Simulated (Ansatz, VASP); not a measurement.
Ba: VASP beside Ansatz

INCAR

```
ALGO     = Normal         # electronic algorithm
EDIFF    = 1E-6           # SCF threshold, eV
ENCUT    = 520            # plane-wave cutoff, eV
GGA      = PS             # functional
ISIF     = 2              # what is computed and relaxed
ISMEAR   = -1             # smearing method
LASPH    = True           # aspherical terms in the spheres
LCHARG   = False          # write CHGCAR
LREAL    = False          # projectors in reciprocal space
LWAVE    = False          # write WAVECAR
NBANDS   = 17             # bands
NELM     = 80             # most SCF steps
PREC     = Accurate       # precision mode
SIGMA    = 0.1            # smearing width, eV
```

The input KPOINTS:

```
k-points
0
Gamma
  8 8 8
```

POSCAR

```
Ba
1.0
    0.0000000000      3.5513132911      3.5513132911
    3.5513132911      0.0000000000      3.5513132911
    3.5513132911      3.5513132911      0.0000000000
Ba
2
Direct
    0.1250000000      0.1250000000      0.1250000000
    0.8750000000      0.8750000000      0.8750000000
```

Input for Ansatz:

```yaml
crystal:
  lattice:
    - [0.0, 3.5513132911, 3.5513132911]
    - [3.5513132911, 0.0, 3.5513132911]
    - [3.5513132911, 3.5513132911, 0.0]
  atoms:
    - { symbol: Ba, position: [0.125, 0.125, 0.125] }
    - { symbol: Ba, position: [0.875, 0.875, 0.875] }
hamiltonian:
  xc: pbesol
  pseudopotentials:
    kind: paw
    azcp:
      Ba: "pseudopotentials/Ba.paw.azcp"
basis:
  ecutwfc: 420
  fft_grid_basis: typed
kpoints:
  mp_grid: { grid: [8, 8, 8], shift: [0, 0, 0] }
magnetization:
  spin_polarized: false
scf:
  occupations: { method: fermi_dirac, width: 0.1 }
  lower_state_search: "off"
output:
  stress: true
```

Alike in both runs: task single point; functional PBEsol; k mesh 8 × 8 × 8; occupations fermi-dirac, width 0.1 eV; no spin polarisation.

|  | VASP | Ansatz |
| --- | --- | --- |
| version | VASP 6.6.1 | Ansatz 0.2.0 |
| potentials or method | VASP PAW PBE potentials, release 64 (Ba_sv), cutoff 520 eV | plane waves (420 eV) with PAW, scalar-relativistic |
| valence electrons in the cell | 20 | 20 |

Ansatz gave:

* pressure (GPa): 2.8

Q: What did VASP give for the same quantities?

A: Pressure (GPa): 4.0.

VASP's potentials were made for PBE, not for PBEsol, and Ansatz warns of the same on its side. The functional is the same, so the differences come from potentials, cutoffs and numerics.

Spin-orbit coupling is off throughout.
